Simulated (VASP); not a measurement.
Wanted: the native input for a VASP 6.6.1 run.

```
Task                   : single point
Functional             : PBE
Potentials or basis    : VASP PAW PBE potentials, release 64 (Sc_sv, Ta_pv, F)
Cutoff                 : 520 eV
k mesh                 : 12 × 12 × 6
Occupations            : gaussian, width 0.1 eV
Spin                   : no spin polarisation
Dipole correction      : no
Further INCAR settings : ALGO = Fast; EDIFF = 1e-06; NBANDS = 34
```

The structure of ScTa3F lies in POSCAR:

```
ScTa3F
1.0
    3.3457099265      0.0000000000      0.0000000000
    0.0000000000      3.3457099265      0.0000000000
    0.0000000000      0.0000000000      7.5637695488
Sc Ta F
1 3 1
Direct
    0.0000000000      0.0000000000      0.5000000000
    0.5000000000      0.5000000000      0.1958113846
    0.5000000000      0.5000000000      0.8041886154
    0.0000000000      0.0000000000      0.0000000000
    0.5000000000      0.5000000000      0.5000000000
```

The cell was generated, and may not be a known phase.

These files were run (other wordings do the same):

INCAR

```
SYSTEM = ScTa3F
PREC = Accurate
ENCUT = 520
EDIFF = 1E-6
ISMEAR = 0
SIGMA = 0.1
LREAL = .False.
LASPH = .True.
NELM = 60
ALGO = Fast
ISIF = 2
LWAVE = .False.
LCHARG = .False.
GGA = PE
NBANDS = 34
```

KPOINTS

```
regular mesh
0
Gamma
  12 12 6
  0 0 0
```

Potentials or basis: VASP PAW PBE potentials, release 64 (Sc_sv, Ta_pv, F).

The run is started by

```sh
$ cat potpaw_PBE.64/Sc_sv/POTCAR potpaw_PBE.64/Ta_pv/POTCAR potpaw_PBE.64/F/POTCAR > POTCAR
$ mpirun -np 1 vasp_std > vasp.out
```

Results of the run:

```yaml
Pressure: 0.1 GPa
Largest_force: 0.020 eV/Å
Band_gap_on_the_k_mesh: zero (an odd number of electrons rules out a gap without spin polarisation)
```

Caveat: spin-orbit coupling is left out, which moves the levels of the heavy elements.

Run time: 13 min on 1 thread of Oxide Virtual Turin-like Processor, with other jobs on the host, peak memory 0.38 GiB.
